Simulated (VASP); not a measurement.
SrLi3Y3Al9, 16 atoms in the cell. The cell holds a disordered packing, 16 atoms: a = 7.219 Å, b = 7.162 Å, c = 7.507 Å, α = 89.94°, β = 89.24°, γ = 89.82°. 

| Quantity | Value |
| --- | --- |
| Program | VASP 6.6.1 |
| Task | single point |
| Functional | PBE |
| Potentials or basis | VASP PAW PBE potentials, release 64 (Al, Y_sv, Li_sv, Sr_sv) |
| Cutoff | 650 eV |
| k mesh | 1 × 1 × 1, shifted |
| Occupations | fermi-dirac, width 0.1267 eV |
| Spin | no spin polarisation |
| Dipole correction | no |
| Further INCAR settings | LREAL = Auto; ALGO = Normal; EDIFF = 1e-06; NBANDS = 54; ISYM = -1 |

Potentials or basis: VASP PAW PBE potentials, release 64 (Al, Y_sv, Li_sv, Sr_sv).

Run with:

```bash
$ cat potpaw_PBE.64/Al/POTCAR potpaw_PBE.64/Y_sv/POTCAR potpaw_PBE.64/Li_sv/POTCAR potpaw_PBE.64/Sr_sv/POTCAR > POTCAR
$ mpirun -np 1 vasp_std > vasp.out
```

Hardware: 1 thread of Intel(R) Xeon(R) Platinum 8488C (Sapphire Rapids) (shared host).

Problem. Estimate the wall time of this run.

Solution. It took 45 s on 1 thread of Intel(R) Xeon(R) Platinum 8488C (Sapphire Rapids), on a shared host, peak memory 0.52 GiB. Counts: scf iterations 14, k points 1.
